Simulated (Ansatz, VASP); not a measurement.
**AgI: VASP beside Ansatz**

The input INCAR:

```
SYSTEM = AgI
  PREC = Accurate
  ENCUT = 500
  EDIFF = 1E-6
  ISMEAR = 0
  SIGMA = 0.01
  LREAL = .False.
  LASPH = .True.
  NELM = 120
  ALGO = Normal
  ISIF = 2
  LWAVE = .False.
  LCHARG = .False.
  GGA = CA
  NBANDS = 26
  GGA_COMPAT = .False.
```

The input KPOINTS:

```
regular mesh
0
Gamma
  6 6 4
  0 0 0
```

The input POSCAR:

```
AgI
1.0
    4.4849896914      0.0000000000      0.0000000000
   -2.2424948457      3.8841150085      0.0000000000
    0.0000000000      0.0000000000      7.3405745134
Ag I
2 2
Direct
    0.6666666667      0.3333333333      0.6277265145
    0.3333333333      0.6666666667      0.1277265145
    0.6666666667      0.3333333333      0.0022734855
    0.3333333333      0.6666666667      0.5022734855
```

Input for Ansatz:

```yaml
crystal:
  lattice:
    - [4.48498969141, 0.0, 0.0]
    - [-2.24249484571, 3.88411500847, 0.0]
    - [0.0, 0.0, 7.34057451339]
  atoms:
    - { symbol: Ag, position: [0.666666666667, 0.333333333333, 0.627726514545] }
    - { symbol: Ag, position: [0.333333333333, 0.666666666667, 0.127726514545] }
    - { symbol: I, position: [0.666666666667, 0.333333333333, 0.002273485455] }
    - { symbol: I, position: [0.333333333333, 0.666666666667, 0.502273485455] }
kpoints:
  mp_grid: { grid: [6, 6, 4] }
scf:
  occupations: { method: fixed }
hamiltonian:
  xc: lda
  pseudopotentials: { kind: all_electron, lapw: { basis_error: 0.001 } }
output:
  forces: true
  stress: true
  eigenvalues: true
  eigenstates:
    nscf_kmesh: { grid: [10, 10, 6] }
    de_dk: true
    e_range: [-9, 11.09145552181]
checkpoint:
  write: ck
  write_wavefunctions: false
```

Alike in both runs: task single point; functional LDA; k mesh 6 × 6 × 4; no spin polarisation.

|  | VASP | Ansatz |
| --- | --- | --- |
| version | VASP 6.6.1 | Ansatz 0.2.0 |
| potentials or method | VASP PAW LDA potentials, release 64 (Ag, I), cutoff 500 eV | all-electron LAPW, scalar-relativistic |
| occupations | gaussian, width 0.01 eV | fixed |

```csv
,VASP,Ansatz,Ansatz less VASP
gap on the k mesh at the Fermi level (eV),1.13,1.09,-0.038
pressure (GPa),0.0,0.0,0.00
```

LDA's correlation is that of Perdew and Zunger in VASP and of Perdew and Wang (1992) in Ansatz. Ansatz ran all-electron here, and VASP with PAW potentials.

Spin-orbit coupling is off throughout.
